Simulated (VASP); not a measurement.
A run of VASP 6.6.1 is set up as follows.

The input POSCAR:

```
SnO
1.0
    3.7926488416      0.0000000000      0.0000000000
    0.0000000000      3.7926488416      0.0000000000
    0.0000000000      0.0000000000      4.9828014790
Sn O
2 2
Direct
    0.5000000000      0.0000000000      0.2315746403
    0.0000000000      0.5000000000      0.7684253597
    0.0000000000      0.0000000000      0.0000000000
    0.5000000000      0.5000000000      0.0000000000
```

Contents of INCAR.step1:

```
PREC = Accurate
ENCUT = 520
ISMEAR = 0
SIGMA = 0.01
LREAL = False
LASPH = True
NELM = 80
NBANDS = 28
GGA = PE
ALGO = Normal
EDIFF = 1E-4
LWAVE = True
LCHARG = False
```

The input INCAR.step2:

```
PREC = Accurate
ENCUT = 520
EDIFF = 1E-6
ISMEAR = 0
SIGMA = 0.01
LREAL = False
LASPH = True
NELM = 80
ALGO = Normal
ISIF = 2
LWAVE = False
LCHARG = False
METAGGA = R2SCAN
LMIXTAU = True
NBANDS = 28
ISTART = 1
```

The input KPOINTS:

```
Automatic mesh
0
Gamma
  6 6 6
```

Potentials or basis: VASP PAW PBE potentials, release 64 (Sn_d, O).

Run with:

```sh
$ cat potpaw_PBE.64/Sn_d/POTCAR potpaw_PBE.64/O/POTCAR > POTCAR
$ cp INCAR.step1 INCAR
$ mpirun -np 1 vasp_std > vasp.out
$ cp INCAR.step2 INCAR
$ mpirun -np 1 vasp_std > vasp.out
```

Task: Predict the pressure.

Result: 0.9 GPa.

Task: Predict the band gap on the k mesh.

Result: 0.35 eV, indirect (least direct gap 2.34 eV).

Task: What does it give for the largest force?

Result: 0.128 eV/Å.

Forces in eV/Å, atoms in the order of the input:
```
Sn   0.000  0.000  0.128
Sn   0.000  0.000 -0.128
O    0.000  0.000  0.000
O    0.000  0.000  0.000
```

Caveat: the cell differs from its parent crystal (uniaxial z strain +4.7%); the PAW data sets were made with another functional, which shifts forces and pressure a little; spin-orbit coupling is left out, which moves the levels of the heavy elements. A k mesh can miss the band edges.
